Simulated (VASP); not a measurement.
A run of VASP 6.6.1 is set up as follows.

File INCAR:

```
SYSTEM = NaH
  PREC = Accurate
  ENCUT = 520
  EDIFF = 1E-8
  ISMEAR = 0
  SIGMA = 0.01
  LREAL = .False.
  LASPH = .True.
  NELM = 60
  ALGO = Normal
  ISIF = 2
  LWAVE = .False.
  LCHARG = .False.
  GGA = PS
  IBRION = 8
  NSW = 1
```

The input KPOINTS:

```
Automatic mesh
0
Gamma
  8 8 8
  0 0 0
```

The input POSCAR:

```
NaH
1.0
    0.0000000000      2.4075929434      2.4075929434
    2.4075929434      0.0000000000      2.4075929434
    2.4075929434      2.4075929434      0.0000000000
Na H
1 1
Direct
    0.0000000000      0.0000000000      0.0000000000
    0.5000000000      0.5000000000      0.5000000000
```

Potentials or basis: VASP PAW PBE potentials, release 64 (Na_pv, H).

Command:

```bash
$ cat potpaw_PBE.64/Na_pv/POTCAR potpaw_PBE.64/H/POTCAR > POTCAR
$ mpirun -np 1 vasp_std > vasp.out
```

Problem. Predict the highest phonon frequency at Γ, LO-TO splitting left out.

Solution. 511 cm⁻¹.

Phonon frequencies in cm⁻¹ (negative: imaginary):
```tsv
q point	frequencies
(0.000, 0.000, 0.000)	-2 -2 -2 511 511 511
```
